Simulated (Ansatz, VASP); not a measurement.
Cu: VASP beside Ansatz

```
Cu
1.0
     2.56747    0.00000    0.00000
    -1.28374    2.22350    0.00000
     0.00000    0.00000    8.38501
Cu
4
Direct
  0.00000 0.00000 0.00000
  0.00000 0.00000 0.50000
  0.33333 0.66667 0.25000
  0.66667 0.33333 0.75000
```

Alike in both runs: functional PBE; k mesh 14 × 14 × 4; occupations fermi-dirac, width 0.1 eV; no spin polarisation.

Ansatz relaxed the structure, and its values are those at the end. VASP's run is a single point on that final structure, the one shown.

|  | VASP | Ansatz |
| --- | --- | --- |
| version | VASP 6.6.1 | Ansatz 0.2.0 |
| potentials or method | VASP PAW PBE potentials, release 64 (Cu), cutoff 520 eV | plane waves (420 eV) with PAW, scalar-relativistic |
| valence electrons in the cell | 44 | 76 |

Ansatz gave:

| Item | Value |
| --- | --- |
| pressure (GPa) | 0.0 |

Task: Estimate VASP's values.

Result: Pressure (GPa): 0.8.

VASP's potentials hold 44 valence electrons a cell and Ansatz's 76, so a difference there can come from the potentials and not from the codes.
